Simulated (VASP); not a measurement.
# Zn4HO4 (a cell with a defect) in VASP: a series of runs, part 2 of 2

VASP 6.6.1. The steps go on from the part before.

## Step 5: Single point, PBE

Input file INCAR:

```
ALGO = Normal ; EDIFF = 1E-7
ENCUT = 520 ; GGA = PE
ISIF = 2 ; ISMEAR = 0
LASPH = True ; LCHARG = False
LREAL = False ; LWAVE = False
NBANDS = 46 ; NELM = 80
PREC = Accurate ; SIGMA = 0.05
```

Input file KPOINTS:

```
k-points
0
Gamma
  4 4 8
```

Input file POSCAR:

```
Zn4HO4
1.0
    5.6098780345      0.0000000000      0.0000000000
    0.0000000000      5.6098780345      0.0000000000
    0.0000000000      0.0000000000      3.2790255992
Zn O H
4 4 1
Direct
    0.1816262562      0.1816262562      0.5000000000
    0.8183737438      0.8183737438      0.5000000000
    0.6816262562      0.3183737438      0.0000000000
    0.3183737438      0.6816262562      0.0000000000
    0.8184651117      0.1815348883      0.5000000000
    0.1815348883      0.8184651117      0.5000000000
    0.6815348883      0.6815348883      0.0000000000
    0.3184651117      0.3184651117      0.0000000000
    0.9999176225      0.6933737438      0.5000000000
```

Potentials or basis: VASP PAW PBE potentials, release 64 (Zn, O, H).

On the command line:

```sh
cat potpaw_PBE.64/Zn/POTCAR potpaw_PBE.64/O/POTCAR potpaw_PBE.64/H/POTCAR > POTCAR
mpirun -np 1 vasp_std > vasp.out
```

OUTCAR:

```text
EDIFF = 1E-7
   ENCUT = 520
   GGA = PE
   ISIF = 2
   ISMEAR = 0
   LASPH = True
   LREAL = False
   NELM = 80
   PREC = Accurate

 ion  position               nearest neighbor table
   1  0.182  0.182  0.500-   8 1.97   8 1.97   5 2.04   6 2.04   2 2.88
   2  0.818  0.818  0.500-   9 1.24   7 1.97   7 1.97   6 2.04   5 2.04   1 2.88
   3  0.682  0.318  0.000-   5 1.97   5 1.97   8 2.04   7 2.04   4 2.88
   4  0.318  0.682  0.000-   6 1.97   6 1.97   8 2.04   7 2.04   3 2.88
[... 1396 lines left out ...]
  Total       13.9943788      6.3250478      5.1780431     -5.3983026      0.0000000      0.0000000
  in kB      217.2764021     98.2025470     80.3941773    -83.8139214      0.0000000      0.0000000
  external PRESSURE =     131.9577088 kB  Pullay stress =       0.0000000 kB

 VOLUME and BASIS-vectors are now :
 -----------------------------------------------------------------------------
  energy-cutoff  :      520.00
  volume of cell :      103.19
      direct lattice vectors                 reciprocal lattice vectors
     5.609878035  0.000000000  0.000000000     0.178256995  0.000000000  0.000000000
     0.000000000  5.609878035  0.000000000     0.000000000  0.178256995  0.000000000
     0.000000000  0.000000000  3.279025599     0.000000000  0.000000000  0.304968647

 POSITION                                       TOTAL-FORCE (eV/Angst)
 -----------------------------------------------------------------------------------
      1.01890      1.01890      1.63951        -0.109914      0.813421      0.000000
      4.59098      4.59098      1.63951        -8.556731      5.330536      0.000000
      3.82384      1.78604      0.00000         0.062092      0.039784      0.000000
      1.78604      3.82384      0.00000         0.989335     -0.671239      0.000000
      4.59149      1.01839      1.63951        -0.011117     -0.530504      0.000000
      1.01839      4.59149      1.63951         1.208991     -0.029431      0.000000
      3.82333      3.82333      0.00000        -0.585142      0.162276      0.000000
      1.78655      1.78655      0.00000        -0.034909      0.021565      0.000000
      5.60942      3.88974      1.63951         7.037395     -5.136408      0.000000
 -----------------------------------------------------------------------------------
    total drift:                                0.000448      0.000008      0.000001

  FREE ENERGIE OF THE ION-ELECTRON SYSTEM (eV)
  ---------------------------------------------------
  free  energy   TOTEN  =       -34.7428797061 eV

  energy  without entropy=      -34.7416469815  energy(sigma->0) =      -34.74226334
```

stdout:

```text
POSCAR found type information on POSCAR ZnO H
 POSCAR found :  3 types and       9 ions
 scaLAPACK will be used
 LDA part: xc-table for (Slater+PW92), standard interpolation
 POSCAR, INCAR and KPOINTS ok, starting setup
 FFT: planning ... GRIDC
 FFT: planning ... GRID_SOFT
 FFT: planning ... GRID
 WAVECAR not read
 entering main loop
```

Run time: 8.4 min. Hardware: 1 thread of AMD EPYC 7R13 (Zen 3), shared host; peak memory 0.28 GiB.

What came out:

```yaml
Free_energy: -34.7429 eV
Pressure: 13.2 GPa
Largest_force: 10.081 eV/Å
```

Forces in eV/Å, atoms in the order of the input:
```
Zn  -0.110  0.813  0.000
Zn  -8.557  5.331  0.000
Zn   0.062  0.040  0.000
Zn   0.989 -0.671  0.000
O   -0.011 -0.531  0.000
O    1.209 -0.029  0.000
O   -0.585  0.162  0.000
O   -0.035  0.022  0.000
H    7.037 -5.136  0.000
```

Caveat: an odd number of electrons without spin polarisation forces a metal; a magnetic or distorted state may lie lower.

## Step 6: Single point, PBE

Input file INCAR:

```
  PREC = Accurate
  ENCUT = 520
  EDIFF = 1E-6
  ISMEAR = 0
  SIGMA = 0.05
  LREAL = F
  LASPH = T
  NELM = 100
  ALGO = Normal
  ISIF = 2
  LWAVE = F
  LCHARG = F
  GGA = PE
  NBANDS = 46
```

Input file KPOINTS:

```
Automatic mesh
0
Gamma
  4 4 8
```

POSCAR, as its differences from that of step 5:

```diff
@@ -16,2 +16,2 @@
     0.3184651117      0.3184651117      0.0000000000
-    0.9999176225      0.6933737438      0.5000000000
+    0.9999176225      0.4433737438      0.0000000000
```

Potentials or basis: VASP PAW PBE potentials, release 64 (Zn, O, H).

On the command line:

```sh
cat potpaw_PBE.64/Zn/POTCAR potpaw_PBE.64/O/POTCAR potpaw_PBE.64/H/POTCAR > POTCAR
mpirun -np 1 vasp_std > vasp.out
```

OUTCAR:

```text
PREC = Accurate
   ENCUT = 520
   EDIFF = 1E-6
   ISMEAR = 0
   LREAL = F
   LASPH = T
   NELM = 100
   ISIF = 2
   GGA = PE

 ion  position               nearest neighbor table
   1  0.182  0.182  0.500-   8 1.97   8 1.97   5 2.04   6 2.04   2 2.88
   2  0.818  0.818  0.500-   7 1.97   7 1.97   5 2.04   6 2.04   1 2.88
   3  0.682  0.318  0.000-   9 1.92   5 1.97   5 1.97   7 2.04   8 2.04   4 2.88
   4  0.318  0.682  0.000-   6 1.97   6 1.97   8 2.04   7 2.04   3 2.88
   5  0.818  0.182  0.500-   3 1.97   3 1.97   1 2.04   2 2.04
   6  0.182  0.818  0.500-   4 1.97   4 1.97   1 2.04   2 2.04
   7  0.682  0.682  0.000-   2 1.97   2 1.97   4 2.04   3 2.04
   8  0.318  0.318  0.000-   1 1.97   1 1.97   4 2.04   3 2.04
   9  1.000  0.443  0.000-   3 1.92

  LATTYP: Found a simple tetragonal cell.
 ALAT       =     5.6098780345
 C/A-ratio  =     0.5845092494

  Lattice vectors:

 A1 = (   5.6098780345,   0.0000000000,   0.0000000000)
 A2 = (   0.0000000000,   5.6098780345,   0.0000000000)
 A3 = (   0.0000000000,   0.0000000000,   3.2790255992)

Analysis of symmetry for initial positions (statically):
=====================================================================
 Subroutine PRICEL returns:
 Original cell was already a primitive cell.

 Routine SETGRP: Setting up the symmetry group for a
 simple tetragonal supercell.

 Subroutine GETGRP returns: Found  2 space group operations
 (whereof  2 operations were pure point group operations)
 out of a pool of 16 trial point group operations.

The static configuration has the point symmetry C_1h.

Analysis of symmetry for dynamics (positions and initial velocities):
=====================================================================
 Subroutine PRICEL returns:
 Original cell was already a primitive cell.

 Routine SETGRP: Setting up the symmetry group for a
 simple tetragonal supercell.

 Subroutine GETGRP returns: Found  2 space group operations
 (whereof  2 operations were pure point group operations)
 out of a pool of 16 trial point group operations.

The dynamic configuration has the point symmetry C_1h.

 Subroutine INISYM returns: Found  2 space group operations
 (whereof  2 operations are pure point group operations),
 and found     1 'primitive' translations

----------------------------------------------------------------------------------------

                                     Primitive cell

  volume of cell :     103.1933

  direct lattice vectors                    reciprocal lattice vectors
     5.609878035  0.000000000  0.000000000     0.178256995  0.000000000  0.000000000
     0.000000000  5.609878035  0.000000000     0.000000000  0.178256995  0.000000000
     0.000000000  0.000000000  3.279025599     0.000000000  0.000000000  0.304968647

  length of vectors
     5.609878035  5.609878035  3.279025599     0.178256995  0.178256995  0.304968647

  position of ions in fractional coordinates (direct lattice)
     0.181626256  0.181626256  0.500000000
     0.818373744  0.818373744  0.500000000
     0.681626256  0.318373744  0.000000000
     0.318373744  0.681626256  0.000000000
     0.818465112  0.181534888  0.500000000
     0.181534888  0.818465112  0.500000000
     0.681534888  0.681534888  0.000000000
     0.318465112  0.318465112  0.000000000
[... 42 lines left out ...]
  0.000000  0.000000  0.000000      1.000000
  0.250000  0.000000  0.000000      2.000000
  0.000000  0.250000  0.000000      2.000000
  0.500000  0.000000  0.000000      1.000000
  0.000000  0.500000  0.000000      1.000000
  0.250000  0.250000  0.000000      2.000000
[... 16 lines left out ...]
  0.000000  0.250000  0.250000      4.000000
  0.500000  0.000000  0.250000      2.000000
 [... further k-points ...]
   k-points           NKPTS =     50   k-points in BZ     NKDIM =     50   number of bands    NBANDS=     46
   number of dos      NEDOS =    301   number of ions     NIONS =      9
   total plane-waves  NPLWV =  42336
   dimension x,y,z NGX =    42 NGY =   42 NGZ =   24
   dimension x,y,z NGXF=    84 NGYF=   84 NGZF=   48
   ions per type =               4   4   1
   NGX,Y,Z   is equivalent  to a cutoff of  12.45, 12.45, 12.17 a.u.
   NGXF,Y,Z  is equivalent  to a cutoff of  24.89, 24.89, 24.34 a.u.
 SYSTEM =  unknown system
   PREC   = accura    normal or accurate (medium, high low for compatibility)
   ISTART =      0    job   : 0-new  1-cont  2-samecut
   ICHARG =      2    charge: 1-file 2-atom 10-const
   ISPIN  =      1    spin polarized calculation?
   LNONCOLLINEAR =      F non collinear calculations
   LSORBIT =      F    spin-orbit coupling
   LASPH  =      T    aspherical Exc in radial PAW
   ENCUT  =  520.0 eV  38.22 Ry    6.18 a.u.  10.43 10.43  6.10*2*pi/ulx,y,z
   NELM   =    100;   NELMIN=  2; NELMDL= -5     # of ELM steps
   EDIFF  = 0.1E-05   stopping-criterion for ELM
   LREAL  =      F    real-space projection
   EDIFFG = 0.1E-04   stopping-criterion for IOM
   NSW    =      0    number of steps for IOM
   IBRION =     -1    ionic relax: 0-MD 1-quasi-New 2-CG
   NFREE  =      0    steps in history (QN), initial steepest desc. (CG)
   ISIF   =      2    stress and relaxation
   ISYM   =      2    0-nonsym 1-usesym 2-fastsym
   POTIM  = 0.5000    time-step for ionic-motion
   TEBEG  =    0.0;   TEEND  =   0.0 temperature during run
   PSTRESS=    0.0 pullay stress
   NELECT =      73.0000    total number of electrons
   NUPDOWN=      -1.0000    fix difference up-down
   EMIN   =  10.00;   EMAX   =-10.00  energy-range for DOS
   EFERMI =   0.00;   METHOD = LEGACY
   ISMEAR =     0;   SIGMA  =   0.05  broadening in eV -4-tet -1-fermi 0-gaus
   EFERMI_NEDOS =   21; number of points for ismear=-14 and -15
   IALGO  =     38    algorithm
   IMIX   =      4    mixing-type and parameters
     AMIX     =   0.40;   BMIX     =  1.00
     AMIX_MAG =   1.60;   BMIX_MAG =  1.00
  volume/ion in A,a.u.               =      11.47        77.38
  Fermi-wavevector in a.u.,A,eV,Ry     =   1.458697  2.756539 28.950454  2.127798
  Thomas-Fermi vector in A             =   2.575352
   LORBIT       =      0    0 simple, 1 ext, 2 COOP (PROOUT), +10 PAW based schemes
   GGA     = PE    functional components
   LHFCALC =     F    Hartree Fock is set to
   AEXX    =    0.0000 exact exchange contribution
   IVDW    =     0    specifies the selected vdW correction
   LEPSILON=     F    determine dielectric tensor
   LRPA    =     F    only Hartree local field effects (RPA)
 non-spin polarized calculation
 Gauss-broadening in eV      SIGMA  =   0.05
  energy-cutoff  :      520.00
  volume of cell :      103.19
 maximum number of plane-waves:      2804
 NGX is ok and might be reduce to    42
   NGX = 21   NGY = 21   NGZ = 13

 number of electron      72.9999975 magnetization

 Free energy of the ion-electron system (eV)
  ---------------------------------------------------
  ext. energy  EPLUGINS =         0.00000000
  ---------------------------------------------------
  free energy    TOTEN  =       -36.43706290 eV

  energy without entropy =      -36.43491786  energy(sigma->0) =      -36.43599038

 E-fermi :   1.9031     XC(G=0): -10.6592

 val. band max:        1.8488842058   @ k =   0.5000   0.0000   0.2500
 cond. band min:       1.9125243438   @ k =  -0.2500   0.5000   0.1250
 fundamental gap:      0.0636401380
 Fermi energy:         1.9030561579

 k-point     1 :       0.0000    0.0000    0.0000
  band No.  band energies     occupation
      1     -17.1663      2.00000
      2     -16.5715      2.00000
      3     -16.3292      2.00000
      4     -16.2720      2.00000
      5      -5.4074      2.00000
      6      -5.1897      2.00000
[... 1165 lines left out ...]
     45       9.8212      0.00000
     46      10.1354      0.00000

 [... further k-points ...]
[... 5 lines left out ...]
  --------------------------------------------------------------------------------------
  -------------------------------------------------------------------------------------
  Total        0.7051238      2.5988819      2.8843031     -0.5148870      0.0000000      0.0000000
  in kB       10.9477354     40.3501808     44.7816231     -7.9941236      0.0000000      0.0000000
  external PRESSURE =      32.0265131 kB  Pullay stress =       0.0000000 kB

 VOLUME and BASIS-vectors are now :
 -----------------------------------------------------------------------------
  energy-cutoff  :      520.00
  volume of cell :      103.19
      direct lattice vectors                 reciprocal lattice vectors
     5.609878035  0.000000000  0.000000000     0.178256995  0.000000000  0.000000000
     0.000000000  5.609878035  0.000000000     0.000000000  0.178256995  0.000000000
     0.000000000  0.000000000  3.279025599     0.000000000  0.000000000  0.304968647

 POSITION                                       TOTAL-FORCE (eV/Angst)
 -----------------------------------------------------------------------------------
      1.01890      1.01890      1.63951        -0.248327     -0.202605      0.000000
      4.59098      4.59098      1.63951         0.132036     -0.004395      0.000000
      3.82384      1.78604      0.00000         0.616826      0.251088      0.000000
      1.78604      3.82384      0.00000        -0.288224      0.152238      0.000000
      4.59149      1.01839      1.63951        -0.357622     -0.583480      0.000000
      1.01839      4.59149      1.63951         0.135099      0.302611      0.000000
      3.82333      3.82333      0.00000        -0.548027      0.300532      0.000000
      1.78655      1.78655      0.00000         0.650659     -0.284182      0.000000
      5.60942      2.48727      0.00000        -0.092421      0.068194      0.000000
 -----------------------------------------------------------------------------------
    total drift:                                0.000134      0.000095     -0.000000

  FREE ENERGIE OF THE ION-ELECTRON SYSTEM (eV)
  ---------------------------------------------------
  free  energy   TOTEN  =       -36.4370628995 eV

  energy  without entropy=      -36.4349178615  energy(sigma->0) =      -36.43599038
```

Run time: 7 min. Hardware: 1 thread of AMD EPYC 7R13 (Zen 3), shared host; peak memory 0.28 GiB.

What came out:

```
Free energy   : -36.4371 eV
Pressure      : 3.2 GPa
Largest force : 0.710 eV/Å
```

Forces in eV/Å, atoms in the order of the input:
```
Zn  -0.248 -0.203  0.000
Zn   0.132 -0.004  0.000
Zn   0.617  0.251  0.000
Zn  -0.288  0.152  0.000
O   -0.358 -0.583  0.000
O    0.135  0.303  0.000
O   -0.548  0.301  0.000
O    0.651 -0.284  0.000
H   -0.092  0.068  0.000
```

Levels at points of the mesh, in eV from the Fermi level:
| k point | band 35 | band 36 | band 37 | band 38 | band 39 | band 40 |
| --- | --- | --- | --- | --- | --- | --- |
| (0.00, 0.00, 0.00) | -1.35 | -1.30 | -1.15 | 2.37 | 3.91 | 4.00 |
| (0.50, 0.00, 0.00) | -1.56 | -1.53 | -0.25 | 1.92 | 3.42 | 4.72 |
| (0.00, 0.50, 0.00) | -1.63 | -1.47 | 0.10 | 1.92 | 3.38 | 4.74 |
| (0.50, 0.50, 0.00) | -1.90 | -1.88 | -0.23 | 2.91 | 3.00 | 3.43 |
| (0.00, 0.00, 0.50) | -2.52 | -2.37 | 0.69 | 4.41 | 5.38 | 6.64 |
| (0.50, 0.00, 0.50) | -2.25 | -2.08 | -0.14 | 4.40 | 4.56 | 5.58 |
| (0.00, 0.50, 0.50) | -2.23 | -2.09 | 0.63 | 4.65 | 5.21 | 5.53 |
| (0.50, 0.50, 0.50) | -2.40 | -2.30 | -0.38 | 4.11 | 4.58 | 4.68 |

Caveat: an odd number of electrons without spin polarisation forces a metal; a magnetic or distorted state may lie lower.
